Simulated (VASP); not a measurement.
# Ir (P6_3/mmc) in VASP: a series of runs

Runs on Ir. Level: r2SCAN. Tasks: single point.

All numbers are computed with VASP 6.6.1; they aren't measurements. Logs are shortened: lines on timing, memory, paths and dates and some standing lists are left out, and cuts for length are marked.

## 1. The cell of the first run

The structure is hexagonal, space group P6_3/mmc (No. 194). Conventional cell: a = 2.789 Å, b = 2.789 Å, c = 9.125 Å, α = 90.00°, β = 90.00°, γ = 120.00°. Ir (site symmetry -3m) has 12 Ir at 2.79 Å within 3.7 Å. Within 3.7 Å of Ir (site symmetry -6m2) lie 12 Ir at 2.79 Å.

This isn't the form of Ir at room conditions, which is fcc.

## 2. Single point, r2SCAN, collinear spin (15.37 Å³/atom)

File POSCAR:

```
Ir
1.0
    2.7893774443      0.0000000000      0.0000000000
   -1.3946887222      2.4156717275      0.0000000000
    0.0000000000      0.0000000000      9.1245725315
Ir
4
Direct
    0.0000000000      0.0000000000      1.0000000000
    1.0000000000      0.0000000000      0.5000000000
    0.3333333333      0.6666666667      0.2500000000
    0.6666666667      0.3333333333      0.7500000000
```

File INCAR.step1:

```
PREC = Accurate
ENCUT = 520
ISMEAR = -1
SIGMA = 0.05
LREAL = False
LASPH = True
NELM = 150
ISPIN = 2
MAGMOM = 1 1 1 1
LMAXMIX = 4
NBANDS = 30
GGA = PE
ALGO = Normal
EDIFF = 1E-4
LWAVE = True
LCHARG = False
```

File INCAR.step2:

```
PREC = Accurate
ENCUT = 520
EDIFF = 1E-7
ISMEAR = -1
SIGMA = 0.05
LREAL = False
LASPH = True
NELM = 150
ALGO = Normal
ISIF = 2
LWAVE = False
LCHARG = False
ISPIN = 2
MAGMOM = 1 1 1 1
LORBIT = 11
LMAXMIX = 4
METAGGA = R2SCAN
LMIXTAU = True
NBANDS = 30
ISTART = 1
```

File KPOINTS:

```
regular mesh
0
Gamma
  17 17 5
```

Potentials or basis: VASP PAW PBE potentials, release 64 (Ir).

On the command line:

```sh
$ cat potpaw_PBE.64/Ir/POTCAR > POTCAR
$ cp INCAR.step1 INCAR
$ mpirun -np 1 vasp_std > vasp.out
$ cp INCAR.step2 INCAR
$ mpirun -np 1 vasp_std > vasp.out
```

OUTCAR:

```text
PREC = Accurate
   ENCUT = 520
   EDIFF = 1E-7
   ISMEAR = -1
   LREAL = False
   LASPH = True
   NELM = 150
   ISIF = 2
   ISPIN = 2
   LORBIT = 11
   METAGGA = R2SCAN
   ISTART = 1

 ion  position               nearest neighbor table
   1  0.000  0.000  0.000-   3 2.79   4 2.79   4 2.79   3 2.79   4 2.79   3 2.79
   2  0.000  0.000  0.500-   3 2.79   4 2.79   4 2.79   3 2.79   4 2.79   3 2.79
   3  0.333  0.667  0.250-   1 2.79   2 2.79   1 2.79   2 2.79   1 2.79   2 2.79
   4  0.667  0.333  0.750-   1 2.79   2 2.79   1 2.79   2 2.79   1 2.79   2 2.79

  LATTYP: Found a hexagonal cell.
 ALAT       =     2.7893774443
 C/A-ratio  =     3.2711860312

  Lattice vectors:

 A1 = (   2.7893774443,   0.0000000000,   0.0000000000)
 A2 = (  -1.3946887222,   2.4156717275,   0.0000000000)
 A3 = (   0.0000000000,   0.0000000000,   9.1245725315)

Analysis of symmetry for initial positions (statically):
=====================================================================
 Subroutine PRICEL returns:
 Original cell was already a primitive cell.

 Routine SETGRP: Setting up the symmetry group for a
 hexagonal supercell.

 Subroutine GETGRP returns: Found 24 space group operations
 (whereof 12 operations were pure point group operations)
 out of a pool of 24 trial point group operations.

The static configuration has the point symmetry D_3d.
 The point group associated with its full space group is D_6h.

Analysis of symmetry for dynamics (positions and initial velocities):
=====================================================================
 Subroutine PRICEL returns:
 Original cell was already a primitive cell.

 Routine SETGRP: Setting up the symmetry group for a
 hexagonal supercell.

 Subroutine GETGRP returns: Found 24 space group operations
 (whereof 12 operations were pure point group operations)
 out of a pool of 24 trial point group operations.

The dynamic configuration has the point symmetry D_3d.
 The point group associated with its full space group is D_6h.

Analysis of structural, dynamic, and magnetic symmetry:
=====================================================================
 Subroutine PRICEL returns:
 Original cell was already a primitive cell.

 Routine SETGRP: Setting up the symmetry group for a
 hexagonal supercell.

 Subroutine GETGRP returns: Found 24 space group operations
 (whereof 12 operations were pure point group operations)
 out of a pool of 24 trial point group operations.

[... 126 lines left out ...]
  volume/ion in A,a.u.               =      15.37       103.73
  Fermi-wavevector in a.u.,A,eV,Ry     =   1.369587  2.588145 25.521396  1.875770
  Thomas-Fermi vector in A             =   2.495449
   LORBIT       =     11    0 simple, 1 ext, 2 COOP (PROOUT), +10 PAW based schemes
   METAGGA = R2SCAN    functional components
   LHFCALC =     F    Hartree Fock is set to
   AEXX    =    0.0000 exact exchange contribution
   IVDW    =     0    specifies the selected vdW correction
   LEPSILON=     F    determine dielectric tensor
   LRPA    =     F    only Hartree local field effects (RPA)
 spin polarized calculation
  energy-cutoff  :      520.00
  volume of cell :       61.48
 maximum number of plane-waves:      1672
 NGX is ok and might be reduce to    24
   NGX = 11   NGY = 11   NGZ = 33

 number of electron      36.0000001 magnetization       0.0000003

 number of electron      36.0000001 magnetization      -0.0000004

 Free energy of the ion-electron system (eV)
  ---------------------------------------------------
  ext. energy  EPLUGINS =         0.00000000
  ---------------------------------------------------
  free energy    TOTEN  =      -209.00682154 eV

  energy without entropy =     -208.97121503  energy(sigma->0) =     -208.98901829

 E-fermi :   8.8065     XC(G=0): -14.7611

 val. band max:        8.7923573040   @ k =   0.2941  -0.0000   0.2000
 cond. band min:       8.8178229474   @ k =   0.3529   0.2941   0.2000
 fundamental gap:      0.0254656434
 Fermi energy:         8.8064578311

 spin component 1

 k-point     1 :       0.0000    0.0000    0.0000
  band No.  band energies     occupation
      1      -1.8400      1.00000
      2       0.3124      1.00000
      3       0.3213      1.00000
      4       1.2403      1.00000
      5       4.7824      1.00000
      6       4.8155      1.00000
[... 781 lines left out ...]
     29      22.9238      0.00000
     30      23.7309      0.00000

 [... further k-points ...]

 spin component 2

 k-point     1 :       0.0000    0.0000    0.0000
  band No.  band energies     occupation
      1      -1.8400      1.00000
      2       0.3124      1.00000
      3       0.3213      1.00000
      4       1.2403      1.00000
      5       4.7824      1.00000
      6       4.8155      1.00000
[... 781 lines left out ...]
     29      22.9238      0.00000
     30      23.7309      0.00000

 [... further k-points ...]
[... 5 lines left out ...]
  --------------------------------------------------------------------------------------
  -------------------------------------------------------------------------------------
  Total       -8.4358982     -8.4358982     -8.6486735      0.0000000      0.0000000      0.0000000
  in kB     -219.8285937   -219.8285937   -225.3732441      0.0000000      0.0000000      0.0000000
  external PRESSURE =    -221.6768105 kB  Pullay stress =       0.0000000 kB

 VOLUME and BASIS-vectors are now :
 -----------------------------------------------------------------------------
  energy-cutoff  :      520.00
  volume of cell :       61.48
      direct lattice vectors                 reciprocal lattice vectors
     2.789377444  0.000000000  0.000000000     0.358502935  0.206981766  0.000000000
    -1.394688722  2.415671727  0.000000000     0.000000000  0.413963532  0.000000000
     0.000000000  0.000000000  9.124572532     0.000000000  0.000000000  0.109594175

 POSITION                                       TOTAL-FORCE (eV/Angst)
 -----------------------------------------------------------------------------------
      0.00000      0.00000      0.00000         0.000000      0.000000      0.000000
      0.00000      0.00000      4.56229         0.000000      0.000000      0.000000
     -0.00000      1.61045      2.28114         0.000000     -0.000000     -0.000000
      1.39469      0.80522      6.84343        -0.000000      0.000000      0.000000
 -----------------------------------------------------------------------------------
    total drift:                               -0.000000      0.000000      0.000000

  FREE ENERGIE OF THE ION-ELECTRON SYSTEM (eV)
  ---------------------------------------------------
  free  energy   TOTEN  =      -209.0068215383 eV

  energy  without entropy=     -208.9712150321  energy(sigma->0) =     -208.98901829

 total charge

# of ion       s       p       d       tot
------------------------------------------
    1        0.630   0.639   6.861   8.130
    2        0.630   0.639   6.861   8.130
    3        0.631   0.643   6.867   8.141
    4        0.631   0.643   6.867   8.141
--------------------------------------------------
tot          2.521   2.565  27.454  32.540

 magnetization (x)

# of ion       s       p       d       tot
------------------------------------------
    1       -0.000  -0.000  -0.000  -0.000
    2       -0.000  -0.000  -0.000  -0.000
    3       -0.000  -0.000  -0.000  -0.000
    4       -0.000  -0.000  -0.000  -0.000
--------------------------------------------------
tot         -0.000  -0.000  -0.000  -0.000
```

OUTCAR.step1:

```text
PREC = Accurate
   ENCUT = 520
   ISMEAR = -1
   LREAL = False
   LASPH = True
   NELM = 150
[... 1838 lines left out ...]
      0.00000      0.00000      4.56229         0.000000      0.000000      0.000000
     -0.00000      1.61045      2.28114        -0.000000      0.000000     -0.000000
      1.39469      0.80522      6.84343         0.000000     -0.000000     -0.000000
 -----------------------------------------------------------------------------------
    total drift:                               -0.000000      0.000000      0.000000

  FREE ENERGIE OF THE ION-ELECTRON SYSTEM (eV)
  ---------------------------------------------------
  free  energy   TOTEN  =       -35.0989629205 eV

  energy  without entropy=      -35.0624244416  energy(sigma->0) =      -35.08069368
```

OSZICAR.step1:

```text
N       E                     dE             d eps       ncg     rms          rms(c)
DAV:   1     0.359296874810E+03    0.35930E+03   -0.15675E+04 11880   0.119E+03
DAV:   2    -0.223970856163E+02   -0.38169E+03   -0.35025E+03 11880   0.362E+02
DAV:   3    -0.367656933068E+02   -0.14369E+02   -0.13716E+02 14118   0.826E+01
DAV:   4    -0.370234656573E+02   -0.25777E+00   -0.25682E+00 13682   0.970E+00
DAV:   5    -0.370300961908E+02   -0.66305E-02   -0.66300E-02 13812   0.152E+00    0.251E+01
DAV:   6    -0.351627390872E+02    0.18674E+01   -0.31182E+00 13728   0.161E+01    0.998E+00
DAV:   7    -0.350924188625E+02    0.70320E-01   -0.77452E-01 14852   0.760E+00    0.344E+00
DAV:   8    -0.351031541492E+02   -0.10735E-01   -0.78582E-02 16450   0.297E+00    0.176E+00
DAV:   9    -0.351145677904E+02   -0.11414E-01   -0.13964E-01 16314   0.404E+00    0.120E+00
DAV:  10    -0.350994439463E+02    0.15124E-01   -0.61574E-02 15764   0.266E+00    0.367E-01
DAV:  11    -0.350989817790E+02    0.46217E-03   -0.30238E-03 13448   0.509E-01    0.118E-01
DAV:  12    -0.350989629205E+02    0.18859E-04   -0.48450E-05  7320   0.549E-02
   1 F= -.35098963E+02 E0= -.35080694E+02  d E =-.365385E-01  mag=     0.0101
```

Run time: 22 min. Hardware: 1 thread of Intel Xeon Platinum 8259CL at 2.50GHz (Skylake/Cascade Lake), shared host; peak memory 0.41 GiB.

Results:

- Free energy: -209.0068 eV
- Pressure: -22.2 GPa
- Band gap on the k mesh: zero (filled and empty bands overlap)
- Net moment: 0.00 μB per cell
- Valence electrons inside the program's atomic spheres: Ir 8.13, 8.14 (each value once)

Stress tensor (GPa, compression positive):
```
-21.98   0.00   0.00
  0.00 -21.98   0.00
  0.00   0.00 -22.54
```

Caveat: the cell stands under tension; the PAW data sets were made with another functional, which shifts forces and pressure a little; spin-orbit coupling is left out, which moves the levels of the heavy elements.

## 3. Single point, r2SCAN, collinear spin (15.94 Å³/atom)

This run uses another cell than the first one, of 15.94 Å³/atom.

File POSCAR:

```
Ir
1.0
    2.8233975953      0.0000000000      0.0000000000
   -1.4116987976      2.4451340425      0.0000000000
    0.0000000000      0.0000000000      9.2358587740
Ir
4
Direct
    0.0000000000      0.0000000000      1.0000000000
    1.0000000000      0.0000000000      0.5000000000
    0.3333333333      0.6666666667      0.2500000000
    0.6666666667      0.3333333333      0.7500000000
```

INCAR.step1 is that of step 2.

Changes to INCAR.step2 since step 2:

```diff
@@ -2,3 +2,3 @@
 ENCUT = 520
-EDIFF = 1E-7
+EDIFF = 1E-6
 ISMEAR = -1
@@ -11,3 +11,3 @@
 LWAVE = False
-LCHARG = False
+LCHARG = True
 ISPIN = 2
@@ -18,2 +18,4 @@
 LMIXTAU = True
+LELF = True
+LVHAR = True
 NBANDS = 30
```

KPOINTS is that of step 2.

Potentials or basis: VASP PAW PBE potentials, release 64 (Ir).

On the command line:

```sh
$ cat potpaw_PBE.64/Ir/POTCAR > POTCAR
$ cp INCAR.step1 INCAR
$ mpirun -np 1 vasp_std > vasp.out
$ cp INCAR.step2 INCAR
$ mpirun -np 1 vasp_std > vasp.out
```

Run time: 46 min. Hardware: 1 thread of Oxide Virtual Turin-like, shared host; peak memory 0.39 GiB.

The run converged. Its results:

- Free energy: -208.6305 eV
- Pressure: -30.5 GPa
- Band gap on the k mesh: zero (filled and empty bands overlap)
- Net moment: 0.00 μB per cell
- Valence electrons inside the program's atomic spheres: Ir 8.03, 8.04 (each value once)

Stress tensor (GPa, compression positive):
```
-30.32   0.00   0.00
  0.00 -30.32   0.00
  0.00   0.00 -30.81
```

Levels at points of the mesh, in eV from the Fermi level:
Spin up:
| k point | band 16 | band 17 | band 18 | band 19 | band 20 | band 21 |
| --- | --- | --- | --- | --- | --- | --- |
| (0.00, 0.00, 0.00) | -1.59 | -1.59 | -0.90 | -0.90 | -0.40 | -0.34 |
Spin down:
```csv
k point,band 16,band 17,band 18,band 19,band 20,band 21
"(0.00, 0.00, 0.00)",-1.59,-1.59,-0.90,-0.90,-0.40,-0.34
```

Caveat: the cell stands under tension; the PAW data sets were made with another functional, which shifts forces and pressure a little; spin-orbit coupling is left out, which moves the levels of the heavy elements.

## 4. Single point, r2SCAN, collinear spin

This run uses another cell than the first one, of 14.23 Å³/atom.

File POSCAR:

```
Ir
1.0
    2.7187297086      0.0000000000      0.0000000000
   -1.3593648543      2.3544889937      0.0000000000
    0.0000000000      0.0000000000      8.8934706452
Ir
4
Direct
    0.0000000000      0.0000000000      1.0000000000
    1.0000000000      0.0000000000      0.5000000000
    0.3333333333      0.6666666667      0.2500000000
    0.6666666667      0.3333333333      0.7500000000
```

File INCAR.step1:

```
PREC     = Accurate       # precision mode
ENCUT    = 520            # plane-wave cutoff, eV
ISMEAR   = -1             # smearing method
SIGMA    = 0.05           # smearing width, eV
LREAL    = F              # projectors in reciprocal space
LASPH    = T              # aspherical terms in the spheres
NELM     = 150            # most SCF steps
ISPIN    = 2              # spin polarisation
MAGMOM   = 1 1 1 1        # initial moments
LMAXMIX  = 4              # l up to which the mixer works
NBANDS   = 30             # bands
GGA      = PE             # functional
ALGO     = Normal         # electronic algorithm
EDIFF    = 1E-4           # SCF threshold, eV
LWAVE    = T              # write WAVECAR
LCHARG   = F              # write CHGCAR
```

File INCAR.step2:

```
PREC     = Accurate       # precision mode
ENCUT    = 520            # plane-wave cutoff, eV
EDIFF    = 1E-7           # SCF threshold, eV
ISMEAR   = -1             # smearing method
SIGMA    = 0.05           # smearing width, eV
LREAL    = F              # projectors in reciprocal space
LASPH    = T              # aspherical terms in the spheres
NELM     = 150            # most SCF steps
ALGO     = Normal         # electronic algorithm
ISIF     = 2              # what is computed and relaxed
LWAVE    = F              # write WAVECAR
LCHARG   = F              # write CHGCAR
ISPIN    = 2              # spin polarisation
MAGMOM   = 1 1 1 1        # initial moments
LORBIT   = 11             # projections on sites
LMAXMIX  = 4              # l up to which the mixer works
METAGGA  = R2SCAN         # meta-GGA
LMIXTAU  = T            
NBANDS   = 30             # bands
ISTART   = 1
```

File KPOINTS:

```
regular mesh
0
Gamma
  13 13 4
```

On the command line:

```sh
$ cat potpaw_PBE.64/Ir/POTCAR > POTCAR
$ cp INCAR.step1 INCAR
$ mpirun -np 1 vasp_std > vasp.out
$ cp INCAR.step2 INCAR
$ mpirun -np 1 vasp_std > vasp.out
```

Run time: 15 min. Hardware: 1 thread of Oxide Virtual Turin-like, shared host; peak memory 0.27 GiB.

The run converged. Its results:

```yaml
Free_energy: -209.3163 eV
Pressure: 2.5 GPa
Band_gap_on_the_k_mesh: zero (filled and empty bands overlap)
Net_moment: 0.00 μB per cell
Valence_electrons_inside_the_program's_atomic_spheres: Ir 8.37, 8.38 (each value once)
```

Levels at points of the mesh, in eV from the Fermi level:
Spin up:
```
           k point  band 16  band 17  band 18  band 19  band 20  band 21
(0.00, 0.00, 0.00)    -1.92    -1.92    -1.12    -1.12    -0.77    -0.41
(0.00, 0.00, 0.50)    -2.77    -1.50    -1.50    -1.50    -1.50     0.17
```
Spin down:
```
           k point  band 14  band 15  band 16  band 17  band 18  band 19  band 20  band 21  band 22  band 23
(0.00, 0.00, 0.00)    -3.44    -3.44    -1.92    -1.92    -1.12    -1.12    -0.77    -0.41    -0.41     0.67
(0.00, 0.00, 0.50)    -3.73    -2.77    -2.77    -1.50    -1.50    -1.50    -1.50     0.17     0.17     0.17
```

Caveat: the PAW data sets were made with another functional, which shifts forces and pressure a little; spin-orbit coupling is left out, which moves the levels of the heavy elements.

## 5. Summary

```csv
cell,k mesh,gap on the mesh (eV),pressure (GPa),moment (μB)
"a = 2.789, b = 2.789, c = 9.125 Å, angles 90.0, 90.0, 120.0°, 4 atoms",17 × 17 × 5,none,-22.2,0.00
"a = 2.823, b = 2.823, c = 9.236 Å, angles 90.0, 90.0, 120.0°, 4 atoms",17 × 17 × 5,none,-30.5,0.00
"a = 2.719, b = 2.719, c = 8.893 Å, angles 90.0, 90.0, 120.0°, 4 atoms",13 × 13 × 4,none,2.5,0.00
```

Alike in all rows: task single point; level r2SCAN; potentials or basis VASP PAW PBE potentials, release 64 (Ir); spin collinear; cutoff (eV) 520; smearing fermi-dirac 0.05 eV.

Caveats: the PAW data sets were made with another functional, which shifts forces and pressure a little; spin-orbit coupling is left out, which moves the levels of the heavy elements; the cell stands under tension (at least some runs).

Absolute energies hang on the potentials; compare differences alone.

The gap in the log of VASP goes by the Fermi energy; the results here count the filled bands.